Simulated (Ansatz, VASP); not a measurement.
**HfZrS3 in VASP and in Ansatz**

```
Zr Hf S
1.0
     4.85996    0.00000    0.00000
     0.00000    4.85996    0.00000
     0.00000    0.00000    4.85996
Zr Hf S
1 1 3
Direct
  0.50000 0.50000 0.50000
  0.00000 0.00000 0.00000
  0.50000 0.00000 0.00000
  0.00000 0.50000 0.00000
  0.00000 0.00000 0.50000
```

Alike in both runs: functional PBE; k mesh 8 × 8 × 8; occupations gaussian, width 0.1 eV; collinear spin.

Ansatz relaxed the structure, and its values are those at the end. VASP's run is a single point on that final structure, the one shown.

```csv
,VASP,Ansatz
version,VASP 6.6.1,Ansatz 0.2.0
potentials or method,"VASP PAW PBE potentials, release 64 (Zr_sv, Hf_pv, S), cutoff 520 eV","scalar-relativistic, plane waves, PAW"
valence electrons in the cell,40,56
```

|  | VASP | Ansatz | Ansatz less VASP |
| --- | --- | --- | --- |
| gap on the k mesh at the Fermi level (eV) | none | none | - |
| pressure (GPa) | -0.3 | 0.0 | +0.32 |
| net moment per atom (μB) | 0.34 | 0.34 | 0.000 |
| size of the moment on the site where the two differ most (μB) | 1.24 | 1.41 | +0.167 |

Site moments also hang on the region over which each program counts them. A gap of «none» marks a metal or a gap that the smearing closes. VASP's potentials hold 40 valence electrons a cell and Ansatz's 56, so a difference there can come from the potentials and not from the codes.

Spin-orbit coupling is off throughout.
